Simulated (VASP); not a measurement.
# AlN (F-43m) in VASP: further runs

The runs below take AlN through single point, with LDA.

Everything below comes from runs of VASP 6.6.1. Logs are shortened: lines on timing, memory, paths and dates and some standing lists are left out, and cuts for length are marked.

### 1 The cell of the first run

It takes space group F-43m (No. 216, cubic). The conventional cell has a = 4.279 Å, b = 4.279 Å, c = 4.279 Å, α = 90.00°, β = 90.00°, γ = 90.00°. Al (site symmetry -43m) has 4 N at 1.85 Å within 2.5 Å. N (site symmetry -43m) has 4 Al at 1.85 Å within 2.5 Å.

### 2 Single point, LDA

Input file INCAR:

```
SYSTEM = AlN
PREC = Accurate
ENCUT = 520
EDIFF = 1E-6
ISMEAR = 0
SIGMA = 0.01
LREAL = .False.
LASPH = .True.
NELM = 80
ALGO = Normal
ISIF = 2
LWAVE = .False.
LCHARG = .True.
LELF = .True.
LVHAR = .True.
NBANDS = 11
```

Input file KPOINTS:

```
regular mesh
0
Gamma
  8 8 8
  0 0 0
```

Input file POSCAR:

```
AlN
1.0
    0.0000000000      2.1394101839      2.1394101839
    2.1394101839      0.0000000000      2.1394101839
    2.1394101839      2.1394101839      0.0000000000
Al N
1 1
Direct
    0.0000000000      0.0000000000      0.0000000000
    0.7500000000      0.7500000000      0.7500000000
```

Potentials or basis: VASP PAW LDA potentials, release 64 (Al, N).

The run is started by

```sh
cat potpaw_LDA.64/Al/POTCAR potpaw_LDA.64/N/POTCAR > POTCAR
mpirun -np 1 vasp_std > vasp.out
```

OUTCAR:

```text
SYSTEM = AlN
   PREC = Accurate
   ENCUT = 520
   EDIFF = 1E-6
   ISMEAR = 0
   LREAL = .False.
   LASPH = .True.
   NELM = 80
   ISIF = 2

 ion  position               nearest neighbor table
   1  0.000  0.000  0.000-   2 1.85   2 1.85   2 1.85   2 1.85
   2  0.750  0.750  0.750-   1 1.85   1 1.85   1 1.85   1 1.85

  LATTYP: Found a face centered cubic cell.
 ALAT       =     4.2788203678

  Lattice vectors:

 A1 = (   0.0000000000,   2.1394101839,   2.1394101839)
 A2 = (   2.1394101839,   0.0000000000,   2.1394101839)
 A3 = (   2.1394101839,   2.1394101839,   0.0000000000)

Analysis of symmetry for initial positions (statically):
=====================================================================
 Subroutine PRICEL returns:
 Original cell was already a primitive cell.

 Routine SETGRP: Setting up the symmetry group for a
 face centered cubic supercell.

 Subroutine GETGRP returns: Found 24 space group operations
 (whereof 24 operations were pure point group operations)
 out of a pool of 48 trial point group operations.

The static configuration has the point symmetry T_d .

Analysis of symmetry for dynamics (positions and initial velocities):
=====================================================================
 Subroutine PRICEL returns:
 Original cell was already a primitive cell.

 Routine SETGRP: Setting up the symmetry group for a
 face centered cubic supercell.

 Subroutine GETGRP returns: Found 24 space group operations
 (whereof 24 operations were pure point group operations)
 out of a pool of 48 trial point group operations.

The dynamic configuration has the point symmetry T_d .

 Subroutine INISYM returns: Found 24 space group operations
 (whereof 24 operations are pure point group operations),
 and found     1 'primitive' translations

----------------------------------------------------------------------------------------

                                     Primitive cell

  volume of cell :      19.5845

  direct lattice vectors                    reciprocal lattice vectors
     0.000000000  2.139410184  2.139410184    -0.233709274  0.233709274  0.233709274
     2.139410184  0.000000000  2.139410184     0.233709274 -0.233709274  0.233709274
     2.139410184  2.139410184  0.000000000     0.233709274  0.233709274 -0.233709274

  length of vectors
     3.025582898  3.025582898  3.025582898     0.404796336  0.404796336  0.404796336

  position of ions in fractional coordinates (direct lattice)
     0.000000000  0.000000000  0.000000000
     0.750000000  0.750000000  0.750000000

  ion indices of the primitive-cell ions
   primitive index   ion index
                 1           1
                 2           2

----------------------------------------------------------------------------------------

 KPOINTS: regular mesh

Automatic generation of k-mesh.
 Grid dimensions read from file:
 generate k-points for:    8    8    8

 Generating k-lattice:

  Cartesian coordinates                     Fractional coordinates (reciprocal lattice)
    -0.029213659  0.029213659  0.029213659     0.125000000  0.000000000  0.000000000
     0.029213659 -0.029213659  0.029213659     0.000000000  0.125000000  0.000000000
     0.029213659  0.029213659 -0.029213659     0.000000000  0.000000000  0.125000000

  Length of vectors
     0.050599542  0.050599542  0.050599542

  Shift w.r.t. Gamma in fractional coordinates (k-lattice)
     0.000000000  0.000000000  0.000000000

 Subroutine IBZKPT returns following result:
 ===========================================

 Found     29 irreducible k-points:

 Following reciprocal coordinates:
            Coordinates               Weight
  0.000000  0.000000  0.000000      1.000000
  0.125000  0.000000  0.000000      8.000000
  0.250000  0.000000  0.000000      8.000000
  0.375000  0.000000  0.000000      8.000000
  0.500000  0.000000  0.000000      4.000000
  0.125000  0.125000  0.000000      6.000000
[... 16 lines left out ...]
  0.500000  0.250000  0.125000     48.000000
 -0.375000  0.250000  0.125000     24.000000
 [... further k-points ...]
   k-points           NKPTS =     29   k-points in BZ     NKDIM =     29   number of bands    NBANDS=     11
   number of dos      NEDOS =    301   number of ions     NIONS =      2
   total plane-waves  NPLWV =  13824
   dimension x,y,z NGX =    24 NGY =   24 NGZ =   24
   dimension x,y,z NGXF=    48 NGYF=   48 NGZF=   48
   ions per type =               1   1
   NGX,Y,Z   is equivalent  to a cutoff of  13.19, 13.19, 13.19 a.u.
   NGXF,Y,Z  is equivalent  to a cutoff of  26.37, 26.37, 26.37 a.u.
 SYSTEM =  AlN
   PREC   = accura    normal or accurate (medium, high low for compatibility)
   ISTART =      0    job   : 0-new  1-cont  2-samecut
   ICHARG =      2    charge: 1-file 2-atom 10-const
   ISPIN  =      1    spin polarized calculation?
   LNONCOLLINEAR =      F non collinear calculations
   LSORBIT =      F    spin-orbit coupling
   LASPH  =      T    aspherical Exc in radial PAW
   ENCUT  =  520.0 eV  38.22 Ry    6.18 a.u.   5.63  5.63  5.63*2*pi/ulx,y,z
   NELM   =     80;   NELMIN=  2; NELMDL= -5     # of ELM steps
   EDIFF  = 0.1E-05   stopping-criterion for ELM
   LREAL  =      F    real-space projection
   EDIFFG = 0.1E-04   stopping-criterion for IOM
   NSW    =      0    number of steps for IOM
   IBRION =     -1    ionic relax: 0-MD 1-quasi-New 2-CG
   NFREE  =      0    steps in history (QN), initial steepest desc. (CG)
   ISIF   =      2    stress and relaxation
   ISYM   =      2    0-nonsym 1-usesym 2-fastsym
   POTIM  = 0.5000    time-step for ionic-motion
   TEBEG  =    0.0;   TEEND  =   0.0 temperature during run
   PSTRESS=    0.0 pullay stress
   NELECT =       8.0000    total number of electrons
   NUPDOWN=      -1.0000    fix difference up-down
   EMIN   =  10.00;   EMAX   =-10.00  energy-range for DOS
   EFERMI =   0.00;   METHOD = LEGACY
   ISMEAR =     0;   SIGMA  =   0.01  broadening in eV -4-tet -1-fermi 0-gaus
   EFERMI_NEDOS =   21; number of points for ismear=-14 and -15
   IALGO  =     38    algorithm
   IMIX   =      4    mixing-type and parameters
     AMIX     =   0.40;   BMIX     =  1.00
     AMIX_MAG =   1.60;   BMIX_MAG =  1.00
  volume/ion in A,a.u.               =       9.79        66.08
  Fermi-wavevector in a.u.,A,eV,Ry     =   1.214696  2.295442 20.075196  1.475485
  Thomas-Fermi vector in A             =   2.350107
   LORBIT       =      0    0 simple, 1 ext, 2 COOP (PROOUT), +10 PAW based schemes
   GGA     = CA    functional components
   LHFCALC =     F    Hartree Fock is set to
   AEXX    =    0.0000 exact exchange contribution
   IVDW    =     0    specifies the selected vdW correction
   LEPSILON=     F    determine dielectric tensor
   LRPA    =     F    only Hartree local field effects (RPA)
 non-spin polarized calculation
 Gauss-broadening in eV      SIGMA  =   0.01
  energy-cutoff  :      520.00
  volume of cell :       19.58
 maximum number of plane-waves:       544
 NGX is ok and might be reduce to    24
   NGX = 11   NGY = 11   NGZ = 11

 number of electron       7.9999999 magnetization

 Free energy of the ion-electron system (eV)
  ---------------------------------------------------
  ext. energy  EPLUGINS =         0.00000000
  ---------------------------------------------------
  free energy    TOTEN  =       -16.34385511 eV

  energy without entropy =      -16.34385511  energy(sigma->0) =      -16.34385511

 E-fermi :   6.3652     XC(G=0): -11.5386

 val. band max:        6.3088127025   @ k =   0.0000   0.0000   0.0000
 cond. band min:       9.5563895559   @ k =   0.5000   0.5000   0.0000
 fundamental gap:      3.2475768534
 Fermi energy:         6.3651876286

 k-point     1 :       0.0000    0.0000    0.0000
  band No.  band energies     occupation
      1      -8.8843      2.00000
      2       6.3088      2.00000
      3       6.3088      2.00000
      4       6.3088      2.00000
      5      11.1065      0.00000
      6      19.2601      0.00000
      7      19.2601      0.00000
      8      19.2601      0.00000
      9      24.3269      0.00000
     10      24.3269      0.00000
     11      25.8367      0.00000

 k-point     2 :       0.1250    0.0000    0.0000
  band No.  band energies     occupation
      1      -8.6351      2.00000
      2       5.1253      2.00000
      3       6.2284      2.00000
      4       6.2284      2.00000
      5      12.0044      0.00000
      6      18.6923      0.00000
      7      19.4374      0.00000
      8      19.4374      0.00000
      9      22.7356      0.00000
     10      22.7356      0.00000
     11      24.7568      0.00000

 k-point     3 :       0.2500    0.0000    0.0000
  band No.  band energies     occupation
      1      -7.9450      2.00000
      2       2.9517      2.00000
      3       6.0473      2.00000
      4       6.0473      2.00000
      5      13.2738      0.00000
      6      17.6700      0.00000
      7      18.9394      0.00000
      8      18.9394      0.00000
      9      22.9372      0.00000
     10      22.9372      0.00000
     11      24.0117      0.00000

 k-point     4 :       0.3750    0.0000    0.0000
  band No.  band energies     occupation
      1      -7.0520      2.00000
      2       0.9914      2.00000
      3       5.8824      2.00000
      4       5.8824      2.00000
      5      13.9548      0.00000
      6      16.8417      0.00000
      7      18.0191      0.00000
      8      18.0191      0.00000
      9      24.3968      0.00000
     10      25.0879      0.00000
     11      25.0879      0.00000
[... 239 lines left out ...]
 k-point    22 :       0.3750    0.2500    0.1250
  band No.  band energies     occupation
      1      -7.3853      2.00000
      2       2.6464      2.00000
      3       4.7538      2.00000
      4       5.6868      2.00000
      5      13.4033      0.00000
      6      17.1668      0.00000
      7      17.5723      0.00000
      8      19.9525      0.00000
      9      21.3704      0.00000
     10      25.9151      0.00000
     11      28.5099      0.00000

 k-point    23 :       0.5000    0.2500    0.1250
  band No.  band energies     occupation
      1      -6.6076      2.00000
      2       1.4787      2.00000
      3       4.1409      2.00000
      4       5.3381      2.00000
      5      13.4952      0.00000
      6      16.3410      0.00000
      7      18.2966      0.00000
      8      19.5384      0.00000
      9      22.8086      0.00000
     10      26.5130      0.00000
     11      28.7304      0.00000

 k-point    24 :      -0.3750    0.2500    0.1250
  band No.  band energies     occupation
      1      -6.2100      2.00000
      2       0.8879      2.00000
      3       3.9884      2.00000
      4       5.1380      2.00000
      5      13.4997      0.00000
      6      15.9800      0.00000
      7      18.8936      0.00000
      8      19.3937      0.00000
      9      24.0456      0.00000
     10      25.5611      0.00000
     11      29.0108      0.00000

 [... further k-points ...]

------------------------ aborting loop because EDIFF is reached ----------------------------------------

  FORCE on cell =-STRESS in cart. coord.  units (eV):
  Direction    XX          YY          ZZ          XY          YZ          ZX
  --------------------------------------------------------------------------------------
  -------------------------------------------------------------------------------------
  Total        1.3347610      1.3347610      1.3347610      0.0000000     -0.0000000      0.0000000
  in kB      109.1947879    109.1947879    109.1947879      0.0000000     -0.0000000      0.0000000
  external PRESSURE =     109.1947879 kB  Pullay stress =       0.0000000 kB

 VOLUME and BASIS-vectors are now :
 -----------------------------------------------------------------------------
  energy-cutoff  :      520.00
  volume of cell :       19.58
      direct lattice vectors                 reciprocal lattice vectors
     0.000000000  2.139410184  2.139410184    -0.233709274  0.233709274  0.233709274
     2.139410184  0.000000000  2.139410184     0.233709274 -0.233709274  0.233709274
     2.139410184  2.139410184  0.000000000     0.233709274  0.233709274 -0.233709274

 POSITION                                       TOTAL-FORCE (eV/Angst)
 -----------------------------------------------------------------------------------
      0.00000      0.00000      0.00000        -0.000000     -0.000000     -0.000000
      3.20912      3.20912      3.20912         0.000000      0.000000      0.000000
 -----------------------------------------------------------------------------------
    total drift:                                0.000000      0.000000      0.000000

  FREE ENERGIE OF THE ION-ELECTRON SYSTEM (eV)
  ---------------------------------------------------
  free  energy   TOTEN  =       -16.3438551127 eV

  energy  without entropy=      -16.3438551127  energy(sigma->0) =      -16.34385511
```

It took 4 s on 1 thread of Intel Xeon 6975P-C, shared host; peak memory 0.12 GiB.

What came out:

| Property | Result |
| --- | --- |
| Free energy | -16.3439 eV |
| Pressure | 10.9 GPa |
| Band gap on the k mesh | 3.25 eV, indirect (least direct gap 4.80 eV) |

Levels at points of the mesh, in eV from the valence-band top:
```tsv
k point	band 1	band 2	band 3	band 4	band 5	band 6	band 7	band 8	band 9
(0.00, 0.00, 0.00)	-15.19	0.00	0.00	0.00	4.80	12.95	12.95	12.95	18.02
(0.50, 0.00, 0.00)	-12.88	-6.18	-0.49	-0.49	7.84	10.19	11.35	11.35	18.58
(0.50, 0.50, 0.00)	-12.16	-5.15	-1.86	-1.86	3.25	8.78	14.61	16.26	16.26
```

A k mesh can miss the band edges. As with any semilocal functional, this LDA gap is likely too small.

### 3 Single point, LDA

This run uses another cell than the first one, of 10.00 Å³/atom, 1.021 times its volume.

Input file INCAR:

```
ALGO = Normal
EDIFF = 1E-6
ENCUT = 520
ISIF = 2
ISMEAR = 0
LASPH = T
LCHARG = F
LREAL = F
LWAVE = F
NBANDS = 11
NELM = 100
PREC = Accurate
SIGMA = 0.01
```

Input file KPOINTS:

```
k-points
0
Gamma
  8 8 8
```

Input file POSCAR:

```
AlN
1.0
    0.0000000000      2.1544769492      2.1544769492
    2.1544769492      0.0000000000      2.1544769492
    2.1544769492      2.1544769492      0.0000000000
Al N
1 1
Direct
    0.0000000000      0.0000000000      0.0000000000
    0.7500000000      0.7500000000      0.7500000000
```

Potentials or basis: VASP PAW LDA potentials, release 64 (Al, N).

The run is started by

```sh
cat potpaw_LDA.64/Al/POTCAR potpaw_LDA.64/N/POTCAR > POTCAR
mpirun -np 1 vasp_std > vasp.out
```

Run time: 4.1 s. Hardware: 1 thread of Intel Xeon 6975P-C, shared host; peak memory 0.12 GiB.

The run converged. Its results:

```
Free energy            : -16.3658 eV
Pressure               : 5.8 GPa
Band gap on the k mesh : 3.24 eV, indirect (least direct gap 4.60 eV)
```

Levels at points of the mesh, in eV from the valence-band top:
```
           k point  band 1  band 2  band 3  band 4  band 5  band 6  band 7  band 8
(0.00, 0.00, 0.00)  -15.07    0.00    0.00    0.00    4.60   12.74   12.74   12.74
(0.50, 0.00, 0.00)  -12.82   -6.08   -0.49   -0.49    7.64   10.05   11.22   11.22
(0.50, 0.50, 0.00)  -12.12   -5.08   -1.84   -1.84    3.24    8.66   14.31   15.99
```

A k mesh can miss the band edges.

### 4 Single point, LDA

This run uses another cell than the first one, of 10.21 Å³/atom, 1.043 times its volume.

Input file INCAR:

```
SYSTEM = AlN
PREC = Accurate
ENCUT = 520
EDIFF = 1E-7
ISMEAR = 0
SIGMA = 0.01
LREAL = .False.
LASPH = .True.
NELM = 80
ALGO = Normal
ISIF = 2
LWAVE = .False.
LCHARG = .True.
LELF = .True.
LVHAR = .True.
NBANDS = 11
```

Input file KPOINTS:

```
regular mesh
0
Gamma
  8 8 8
  0 0 0
```

Input file POSCAR:

```
AlN
1.0
    0.0000000000      2.1693358805      2.1693358805
    2.1693358805      0.0000000000      2.1693358805
    2.1693358805      2.1693358805      0.0000000000
Al N
1 1
Direct
    0.0000000000      0.0000000000      0.0000000000
    0.7500000000      0.7500000000      0.7500000000
```

The run is started by

```sh
cat potpaw_LDA.64/Al/POTCAR potpaw_LDA.64/N/POTCAR > POTCAR
mpirun -np 1 vasp_std > vasp.out
```

Run time: 4 s. Hardware: 1 thread of Intel Xeon 6975P-C, shared host; peak memory 0.12 GiB.

It converged, with:

```
Free energy            : -16.3750 eV
Pressure               : 1.2 GPa
Band gap on the k mesh : 3.23 eV, indirect (least direct gap 4.42 eV)
```

Levels at points of the mesh, in eV from the valence-band top:
```
           k point  band 2  band 3  band 4  band 5  band 6  band 7
(0.00, 0.00, 0.00)    0.00    0.00    0.00    4.42   12.53   12.53
(0.50, 0.00, 0.00)   -6.00   -0.49   -0.49    7.45    9.90   11.09
(0.50, 0.50, 0.00)   -5.02   -1.81   -1.81    3.23    8.53   14.03
```

### 5 Single point, LDA

This run uses another cell than the first one, of 10.42 Å³/atom, 1.064 times its volume.

Input file INCAR:

```
SYSTEM = AlN
ALGO = Normal
EDIFF = 1E-6
ENCUT = 520
GGA = CA
ISIF = 2
ISMEAR = 0
LASPH = .TRUE.
LCHARG = .FALSE.
LREAL = .FALSE.
LWAVE = .FALSE.
NBANDS = 11
NELM = 60
PREC = Accurate
SIGMA = 0.01
```

Input file KPOINTS:

```
k-points
0
G
  8 8 8
  0 0 0
```

Input file POSCAR:

```
AlN
1.0
    0.0000000000      2.1839940000      2.1839940000
    2.1839940000      0.0000000000      2.1839940000
    2.1839940000      2.1839940000      0.0000000000
Al N
1 1
Direct
    0.0000000000      0.0000000000      0.0000000000
    0.7500000000      0.7500000000      0.7500000000
```

The run is started by

```sh
cat potpaw_LDA.64/Al/POTCAR potpaw_LDA.64/N/POTCAR > POTCAR
mpirun -np 1 vasp_std > vasp.out
```

It took 4 s on 1 thread of Intel Xeon 6975P-C, shared host; peak memory 0.12 GiB.

The run converged. Its results:

```
Free energy            : -16.3728 eV
Pressure               : -3.0 GPa
Band gap on the k mesh : 3.22 eV, indirect (least direct gap 4.23 eV)
```

Levels at points of the mesh, in eV from the valence-band top:
```csv
k point,band 2,band 3,band 4,band 5,band 6,band 7
"(0.00, 0.00, 0.00)",0.00,0.00,0.00,4.23,12.33,12.33
"(0.50, 0.00, 0.00)",-5.91,-0.49,-0.49,7.27,9.77,10.96
"(0.50, 0.50, 0.00)",-4.96,-1.79,-1.79,3.22,8.41,13.75
```

A k mesh can miss the band edges.

### 6 Summary

```csv
cell,gap on the mesh (eV),pressure (GPa)
"a = 3.026 Å, angles 60.0°, 2 atoms",3.25,10.9
"a = 3.047 Å, angles 60.0°, 2 atoms",3.24,5.8
"a = 3.068 Å, angles 60.0°, 2 atoms",3.23,1.2
"a = 3.089 Å, angles 60.0°, 2 atoms",3.22,-3.0
```

Alike in all rows: task single point; level LDA; potentials or basis VASP PAW LDA potentials, release 64 (Al, N); no spin polarisation; k mesh 8 × 8 × 8; cutoff (eV) 520; smearing gaussian 0.01 eV.

Total energies depend on the potentials used, so only differences within one code and one set of settings carry meaning.
